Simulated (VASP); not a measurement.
Set up this calculation in VASP 6.6.1, as the native input.

```yaml
Task: single point
Functional: PBE
Potentials_or_basis: VASP PAW PBE potentials, release 64 (Hf_pv, Sc_sv, O)
Cutoff: 520 eV
k_mesh: 6 × 6 × 2
Occupations: gaussian, width 0.1 eV
Spin: no spin polarisation
Dipole_correction: no
Further_INCAR_settings: ALGO = Normal; EDIFF = 1e-07; NBANDS = 34
```

The structure of HfSc2O3 lies in POSCAR:

```
HfSc2O3
1.0
    3.0844801765      0.0000000028      0.0000000000
   -1.5422400907      2.6712381889      0.0000000000
    0.0000000000      0.0000000000      8.3583529672
Hf Sc O
1 2 3
Direct
    0.0000000000      0.0000000000      0.0000000000
    0.3333333333      0.6666666667      0.6551224355
    0.6666666667      0.3333333333      0.3448775645
    0.3333333333      0.6666666667      0.1876440653
    0.6666666667      0.3333333333      0.8123559347
    0.0000000000      0.0000000000      0.5000000000
```

The cell was generated, and may not be a known phase.

These files were run (other wordings do the same):

INCAR

```
SYSTEM = HfSc2O3
ALGO = Normal
EDIFF = 1E-7
ENCUT = 520
GGA = PE
ISIF = 2
ISMEAR = 0
LASPH = .True.
LCHARG = .False.
LREAL = .False.
LWAVE = .False.
NBANDS = 34
NELM = 60
PREC = Accurate
SIGMA = 0.1
```

KPOINTS

```
k-points
0
Gamma
  6 6 2
  0 0 0
```

Potentials or basis: VASP PAW PBE potentials, release 64 (Hf_pv, Sc_sv, O).

Run with:

```console
$ cat potpaw_PBE.64/Hf_pv/POTCAR potpaw_PBE.64/Sc_sv/POTCAR potpaw_PBE.64/O/POTCAR > POTCAR
$ mpirun -np 1 vasp_std > vasp.out
```

Results of the run:

The pressure is -0.4 GPa and the largest force is 0.184 eV/Å. The band gap on the k mesh is zero (bands 25 and 26 overlap by 0.40 eV).

Caveat: the k points lie up to 0.39 Å⁻¹ apart; spin-orbit coupling is left out, which moves the levels of the heavy elements.

Wall time 57 s on 1 thread of Intel(R) Xeon(R) Platinum 8488C (Sapphire Rapids) (shared host), peak memory 0.19 GiB.
